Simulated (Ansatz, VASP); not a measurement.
## Two plane-wave programs on Hf2SiO4

```
CELL_PARAMETERS angstrom
0.00000 4.33388 4.33388
4.33388 0.00000 4.33388
4.33388 4.33388 0.00000
ATOMIC_POSITIONS crystal
Hf 0.12500 0.62500 0.62500
Hf 0.62500 0.12500 0.62500
Hf 0.62500 0.62500 0.12500
Hf 0.62500 0.62500 0.62500
Si 0.25000 0.25000 0.25000
Si 0.00000 0.00000 0.00000
O 0.35959 0.35959 0.92123
O 0.35959 0.92123 0.35959
O 0.92123 0.35959 0.35959
O 0.35959 0.35959 0.35959
O 0.32877 0.89041 0.89041
O 0.89041 0.32877 0.89041
O 0.89041 0.89041 0.32877
O 0.89041 0.89041 0.89041
```

Alike in both runs: functional PBE; k mesh 6 × 6 × 6; occupations gaussian, width 0.1 eV; no spin polarisation.

Ansatz relaxed the structure, and its values are those at the end. VASP's run is a single point on that final structure, the one shown.

|  | VASP | Ansatz |
| --- | --- | --- |
| version | VASP 6.6.1 | Ansatz 0.2.0 |
| potentials or method | VASP PAW PBE potentials, release 64 (Hf_pv, Si, O), cutoff 520 eV | scalar-relativistic, plane waves, PAW |
| valence electrons in the cell | 96 | 160 |

```tsv
	VASP	Ansatz	Ansatz less VASP
gap on the k mesh at the Fermi level (eV)	none	none	-
pressure (GPa)	-1.5	0.0	+1.45
rms of the force components (eV/Å)	0.080	0.003	-0.0774
```

A gap of «none» marks a metal or a gap that the smearing closes. VASP's potentials hold 96 valence electrons a cell and Ansatz's 160, so a difference there can come from the potentials and not from the codes.

Spin-orbit coupling is off throughout.
